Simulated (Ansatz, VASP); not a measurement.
# One calculation of Al3SiPd2, two programs

```xyz
6
Lattice="4.0774 0.0000 0.0000 -2.0387 3.5311 0.0000 0.0000 0.0000 6.0731" Properties=species:S:1:pos:R:3 pbc="T T T"
Al    2.0387    0.0000    0.0000
Al   -1.0194    1.7656    0.0000
Al    1.0194    1.7656    0.0000
Si    0.0000    0.0000    0.0000
Pd    0.0000    0.0000    1.9350
Pd    0.0000    0.0000    4.1381
```

Alike in both runs: task single point; functional PBE; k mesh 6 × 6 × 4; occupations gaussian, width 0.1 eV; no spin polarisation.

```csv
,VASP,Ansatz
version,VASP 6.6.1,Ansatz 0.2.0
potentials or method,"VASP PAW PBE potentials, release 64 (Al, Si, Pd_sv_GW), cutoff 630 eV","scalar-relativistic, plane waves, PAW"
valence electrons in the cell,49,49
```

Ansatz gave:

```
gap on the k mesh at the Fermi level (eV) : none
rms of the force components (eV/Å)        : 0.661
```

Task: What did VASP give for the same quantities?

Result: gap on the k mesh at the Fermi level (eV): none; rms of the force components (eV/Å): 0.673.

Atom by atom the forces differ by 0.012 eV/Å (rms over components). A gap of «none» marks a metal or a gap that the smearing closes.
